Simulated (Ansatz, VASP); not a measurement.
## One calculation of Zr, two programs

```
CELL_PARAMETERS angstrom
0.00000 2.66015 2.66015
2.66015 0.00000 2.66015
2.66015 2.66015 0.00000
ATOMIC_POSITIONS crystal
Zr 0.87500 0.87500 0.87500
Zr 0.12500 0.12500 0.12500
```

Change from the starting cell: volume scaled by 0.68, LAPW.

Alike in both runs: task single point; functional LDA; k mesh 12 × 12 × 12; occupations fermi-dirac, width 0.08 eV; no spin polarisation.

|  | VASP | Ansatz |
| --- | --- | --- |
| version | VASP 6.6.1 | Ansatz 0.2.0 |
| potentials or method | VASP PAW LDA potentials, release 64 (Zr_sv), cutoff 520 eV | all-electron LAPW, scalar-relativistic |

Ansatz gave:

| Item | Value |
| --- | --- |
| pressure (GPa) | 37.1 |

**Question.** Which values does VASP return?

**Answer.** Pressure (GPa): 38.1.

LDA's correlation is that of Perdew and Zunger in VASP and of Perdew and Wang (1992) in Ansatz. Both programs put the cell under a high pressure, so it lies far from rest at this level. Ansatz ran all-electron here, and VASP with PAW potentials.
